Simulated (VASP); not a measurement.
# Na (C2/c) in VASP: single point with PBE

Aim: the single point of Na with PBE.

All numbers are computed with VASP 6.6.1; they aren't measurements. Logs are shortened: lines on timing, memory, paths and dates and some standing lists are left out, and cuts for length are marked.

**1. The cell of the first run**

Symmetry: C2/c, No. 15, monoclinic system. The conventional cell has a = 3.615 Å, b = 12.343 Å, c = 3.772 Å, α = 90.00°, β = 118.17°, γ = 90.00°. Na (site symmetry 2) has 14 Na at 3.62 to 4.44 Å within 4.7 Å.

**2. Single point, PBE**

Contents of INCAR:

```
  ALGO = Normal
  EDIFF = 1E-7
  ENCUT = 520
  GGA = PE
  ISIF = 2
  ISMEAR = 0
  LASPH = True
  LCHARG = True
  LELF = True
  LREAL = False
  LVHAR = True
  LWAVE = False
  NBANDS = 14
  NELM = 100
  PREC = Accurate
  SIGMA = 0.1
```

Contents of KPOINTS:

```
k-points
0
Gamma
  16 16 14
```

Contents of POSCAR:

```
Na
1.0
    1.7684067045     -6.1712913885     -0.3747933274
    1.7684067045      6.1712913885     -0.3747933274
   -1.0525921274      0.0000000000      3.6216661113
Na
2
Direct
    0.8747208441      0.1252791559      0.2500000000
    0.1252791559      0.8747208441      0.7500000000
```

Potentials or basis: VASP PAW PBE potentials, release 64 (Na_pv).

On the command line:

```
$ cat potpaw_PBE.64/Na_pv/POTCAR > POTCAR
$ mpirun -np 1 vasp_std > vasp.out
```

OUTCAR:

```text
EDIFF = 1E-7
   ENCUT = 520
   GGA = PE
   ISIF = 2
   ISMEAR = 0
   LASPH = True
   LREAL = False
   NELM = 100
   PREC = Accurate

 ion  position               nearest neighbor table
   1  0.875  0.125  0.250-
   2  0.125  0.875  0.750-

  LATTYP: Found a base centered monoclinic cell.
 ALAT       =     3.6153740115
 B/A-ratio  =     3.4139158875
 C/A-ratio  =     1.0431913677
 COS(beta)  =    -0.4721193734

  Lattice vectors:

 A1 = (   1.7684067045,  -6.1712913885,  -0.3747933274)
 A2 = (   1.7684067045,   6.1712913885,  -0.3747933274)
 A3 = (  -1.0525921274,   0.0000000000,   3.6216661113)

Analysis of symmetry for initial positions (statically):
=====================================================================
 Subroutine PRICEL returns:
 Original cell was already a primitive cell.

 Routine SETGRP: Setting up the symmetry group for a
 base centered monoclinic supercell.

 Subroutine GETGRP returns: Found  4 space group operations
 (whereof  2 operations were pure point group operations)
 out of a pool of  4 trial point group operations.

The static configuration has the point symmetry S_2 .
 The point group associated with its full space group is C_2h.

Analysis of symmetry for dynamics (positions and initial velocities):
=====================================================================
 Subroutine PRICEL returns:
 Original cell was already a primitive cell.

 Routine SETGRP: Setting up the symmetry group for a
 base centered monoclinic supercell.

 Subroutine GETGRP returns: Found  4 space group operations
 (whereof  2 operations were pure point group operations)
 out of a pool of  4 trial point group operations.

The dynamic configuration has the point symmetry S_2 .
 The point group associated with its full space group is C_2h.

 Subroutine INISYM returns: Found  4 space group operations
 (whereof  2 operations are pure point group operations),
 and found     1 'primitive' translations

----------------------------------------------------------------------------------------

                                     Primitive cell

  volume of cell :      74.1798

  direct lattice vectors                    reciprocal lattice vectors
     1.768406705 -6.171291389 -0.374793327     0.301299621 -0.081020319  0.087568980
     1.768406705  6.171291389 -0.374793327     0.301299621  0.081020319  0.087568980
    -1.052592127  0.000000000  3.621666111     0.062360849  0.000000000  0.294240415

  length of vectors
     6.430596373  6.430596373  3.771526960     0.324058760  0.324058760  0.300776158

  position of ions in fractional coordinates (direct lattice)
     0.874720844  0.125279156  0.250000000
     0.125279156  0.874720844  0.750000000

  ion indices of the primitive-cell ions
   primitive index   ion index
                 1           1
                 2           2

----------------------------------------------------------------------------------------

 KPOINTS: k-points

Automatic generation of k-mesh.
 Grid dimensions read from file:
 generate k-points for:   16   16   14

 Generating k-lattice:

  Cartesian coordinates                     Fractional coordinates (reciprocal lattice)
     0.018831226 -0.005063770  0.005473061     0.062500000 -0.000000000  0.000000000
     0.018831226  0.005063770  0.005473061    -0.000000000  0.062500000  0.000000000
     0.004454346  0.000000000  0.021017172     0.000000000  0.000000000  0.071428571

  Length of vectors
     0.020253673  0.020253673  0.021484011

  Shift w.r.t. Gamma in fractional coordinates (k-lattice)
     0.000000000  0.000000000  0.000000000

 Subroutine IBZKPT returns following result:
 ===========================================

 Found    962 irreducible k-points:

 Following reciprocal coordinates:
            Coordinates               Weight
  0.000000  0.000000  0.000000      1.000000
  0.062500  0.000000  0.000000      4.000000
  0.125000  0.000000  0.000000      4.000000
  0.187500 -0.000000  0.000000      4.000000
  0.250000  0.000000  0.000000      4.000000
  0.312500  0.000000  0.000000      4.000000
[... 16 lines left out ...]
 -0.125000  0.062500  0.000000      4.000000
 -0.062500  0.062500  0.000000      2.000000
 [... further k-points ...]
   k-points           NKPTS =    962   k-points in BZ     NKDIM =    962   number of bands    NBANDS=     14
   number of dos      NEDOS =    301   number of ions     NIONS =      2
   total plane-waves  NPLWV =  64512
   dimension x,y,z NGX =    48 NGY =   48 NGZ =   28
   dimension x,y,z NGXF=    96 NGYF=   96 NGZF=   56
   ions per type =               2
   NGX,Y,Z   is equivalent  to a cutoff of  12.41, 12.41, 12.34 a.u.
   NGXF,Y,Z  is equivalent  to a cutoff of  24.82, 24.82, 24.68 a.u.
 SYSTEM =  unknown system
   PREC   = accura    normal or accurate (medium, high low for compatibility)
   ISTART =      0    job   : 0-new  1-cont  2-samecut
   ICHARG =      2    charge: 1-file 2-atom 10-const
   ISPIN  =      1    spin polarized calculation?
   LNONCOLLINEAR =      F non collinear calculations
   LSORBIT =      F    spin-orbit coupling
   LASPH  =      T    aspherical Exc in radial PAW
   ENCUT  =  520.0 eV  38.22 Ry    6.18 a.u.  11.96 11.96  7.01*2*pi/ulx,y,z
   NELM   =    100;   NELMIN=  2; NELMDL= -5     # of ELM steps
   EDIFF  = 0.1E-06   stopping-criterion for ELM
   LREAL  =      F    real-space projection
   EDIFFG = 0.1E-05   stopping-criterion for IOM
   NSW    =      0    number of steps for IOM
   IBRION =     -1    ionic relax: 0-MD 1-quasi-New 2-CG
   NFREE  =      0    steps in history (QN), initial steepest desc. (CG)
   ISIF   =      2    stress and relaxation
   ISYM   =      2    0-nonsym 1-usesym 2-fastsym
   POTIM  = 0.5000    time-step for ionic-motion
   TEBEG  =    0.0;   TEEND  =   0.0 temperature during run
   PSTRESS=    0.0 pullay stress
   NELECT =      14.0000    total number of electrons
   NUPDOWN=      -1.0000    fix difference up-down
   EMIN   =  10.00;   EMAX   =-10.00  energy-range for DOS
   EFERMI =   0.00;   METHOD = LEGACY
   ISMEAR =     0;   SIGMA  =   0.10  broadening in eV -4-tet -1-fermi 0-gaus
   EFERMI_NEDOS =   21; number of points for ismear=-14 and -15
   IALGO  =     38    algorithm
   IMIX   =      4    mixing-type and parameters
     AMIX     =   0.40;   BMIX     =  1.00
     AMIX_MAG =   1.60;   BMIX_MAG =  1.00
  volume/ion in A,a.u.               =      37.09       250.30
  Fermi-wavevector in a.u.,A,eV,Ry     =   0.939050  1.774548 11.997829  0.881816
  Thomas-Fermi vector in A             =   2.066324
   LORBIT       =      0    0 simple, 1 ext, 2 COOP (PROOUT), +10 PAW based schemes
   GGA     = PE    functional components
   LHFCALC =     F    Hartree Fock is set to
   AEXX    =    0.0000 exact exchange contribution
   IVDW    =     0    specifies the selected vdW correction
   LEPSILON=     F    determine dielectric tensor
   LRPA    =     F    only Hartree local field effects (RPA)
 non-spin polarized calculation
 Gauss-broadening in eV      SIGMA  =   0.10
  energy-cutoff  :      520.00
  volume of cell :       74.18
 maximum number of plane-waves:      2024
   NGX = 23   NGY = 23   NGZ = 15

 number of electron      14.0000005 magnetization

 Free energy of the ion-electron system (eV)
  ---------------------------------------------------
  ext. energy  EPLUGINS =         0.00000000
  ---------------------------------------------------
  free energy    TOTEN  =        -2.60941861 eV

  energy without entropy =       -2.60461021  energy(sigma->0) =       -2.60701441

 E-fermi :   0.3343     XC(G=0):  -6.5001

 val. band max:        0.3331737315   @ k =   0.3750   0.2500   0.3571
 cond. band min:       0.3346718651   @ k =  -0.3750   0.3750   0.3571
 fundamental gap:      0.0014981336
 Fermi energy:         0.3343141393

 k-point     1 :       0.0000    0.0000    0.0000
  band No.  band energies     occupation
      1     -24.6213      2.00000
      2     -24.5903      2.00000
      3     -24.5833      2.00000
      4     -24.5832      2.00000
      5     -24.5830      2.00000
      6     -24.5829      2.00000
      7      -2.9491      2.00000
      8       0.8188      0.00000
      9       1.2069      0.00000
     10       9.8763      0.00000
     11      10.3625      0.00000
     12      10.9892      0.00000
     13      11.6088      0.00000
     14      11.6306      0.00000

 k-point     2 :       0.0625    0.0000    0.0000
  band No.  band energies     occupation
      1     -24.6209      2.00000
      2     -24.5907      2.00000
      3     -24.5845      2.00000
      4     -24.5842      2.00000
      5     -24.5834      2.00000
      6     -24.5829      2.00000
      7      -2.8852      2.00000
      8       0.7617      0.00000
      9       1.3826      0.00000
     10       9.3442      0.00000
     11      10.2145      0.00000
     12      10.4891      0.00000
     13      10.8729      0.00000
     14      10.9811      0.00000

 k-point     3 :       0.1250    0.0000    0.0000
  band No.  band energies     occupation
      1     -24.6196      2.00000
      2     -24.5920      2.00000
      3     -24.5877      2.00000
      4     -24.5872      2.00000
      5     -24.5841      2.00000
      6     -24.5831      2.00000
      7      -2.6942      2.00000
      8       0.7291      0.00000
      9       1.7703      0.00000
     10       8.4740      0.00000
     11       8.8562      0.00000
     12       9.3177      0.00000
     13      10.3865      0.00000
     14      10.9606      0.00000
[... 324 lines left out ...]
 k-point    23 :      -0.1250    0.0625    0.0000
  band No.  band energies     occupation
      1     -24.6202      2.00000
      2     -24.5906      2.00000
      3     -24.5850      2.00000
      4     -24.5841      2.00000
      5     -24.5835      2.00000
      6     -24.5831      2.00000
      7      -2.8533      2.00000
      8       0.3528      0.79373
      9       1.8455      0.00000
     10       9.3584      0.00000
     11      10.0034      0.00000
     12      10.6028      0.00000
     13      10.6336      0.00000
     14      10.9598      0.00000

 k-point    24 :      -0.0625    0.0625    0.0000
  band No.  band energies     occupation
      1     -24.6210      2.00000
      2     -24.5902      2.00000
      3     -24.5837      2.00000
      4     -24.5834      2.00000
      5     -24.5830      2.00000
      6     -24.5827      2.00000
      7      -2.9331      2.00000
      8       0.5081      0.01398
      9       1.5445      0.00000
     10       9.8875      0.00000
     11      10.3748      0.00000
     12      10.6758      0.00000
     13      11.6138      0.00000
     14      11.6559      0.00000

 [... further k-points ...]
[... 5 lines left out ...]
  --------------------------------------------------------------------------------------
  -------------------------------------------------------------------------------------
  Total       -0.0023851      0.0111144      0.0055727      0.0000000      0.0000000      0.0057900
  in kB       -0.0515138      0.2400561      0.1203615      0.0000000      0.0000000      0.1250564
  external PRESSURE =       0.1029679 kB  Pullay stress =       0.0000000 kB

 VOLUME and BASIS-vectors are now :
 -----------------------------------------------------------------------------
  energy-cutoff  :      520.00
  volume of cell :       74.18
      direct lattice vectors                 reciprocal lattice vectors
     1.768406705 -6.171291389 -0.374793327     0.301299621 -0.081020319  0.087568980
     1.768406705  6.171291389 -0.374793327     0.301299621  0.081020319  0.087568980
    -1.052592127  0.000000000  3.621666111     0.062360849  0.000000000  0.294240415

 POSITION                                       TOTAL-FORCE (eV/Angst)
 -----------------------------------------------------------------------------------
      1.50526     -4.62502      0.53062        -0.000000     -0.002133      0.000000
      0.97896      4.62502      2.34146         0.000000      0.002133     -0.000000
 -----------------------------------------------------------------------------------
    total drift:                                0.000000     -0.000000     -0.000000

  FREE ENERGIE OF THE ION-ELECTRON SYSTEM (eV)
  ---------------------------------------------------
  free  energy   TOTEN  =        -2.6094186110 eV

  energy  without entropy=       -2.6046102142  energy(sigma->0) =       -2.60701441
```

Wall time 8.6 min (1 thread of Intel Xeon Platinum 8488C (Sapphire Rapids), shared host); peak memory 0.8 GiB.

Results:

```yaml
Free_energy: -2.6094 eV
Pressure: 0.0 GPa
Band_gap_on_the_k_mesh: zero (band 7 reaches 2.09 eV, above the bottom of band 8 at -1.93 eV)
```

Forces on the atoms (eV/Å):
```
Na   0.000 -0.002  0.000
Na   0.000  0.002  0.000
```

Levels at points of the mesh, in eV from the Fermi level:
| k point | band 5 | band 6 | band 7 | band 8 | band 9 | band 10 |
| --- | --- | --- | --- | --- | --- | --- |
| (0.00, 0.00, 0.00) | -24.92 | -24.92 | -3.28 | 0.48 | 0.87 | 9.54 |
| (0.50, 0.00, 0.00) | -24.93 | -24.92 | 0.53 | 0.79 | 2.39 | 2.75 |
| (0.50, 0.50, 0.00) | -24.92 | -24.92 | -2.28 | -2.27 | 5.36 | 5.36 |
| (0.00, 0.00, 0.50) | -24.92 | -24.92 | 0.12 | 0.12 | 3.63 | 3.63 |
| (0.50, 0.00, 0.50) | -24.93 | -24.92 | 0.57 | 0.85 | 2.44 | 2.79 |
| (0.50, 0.50, 0.50) | -24.92 | -24.92 | 0.86 | 0.86 | 1.35 | 1.35 |
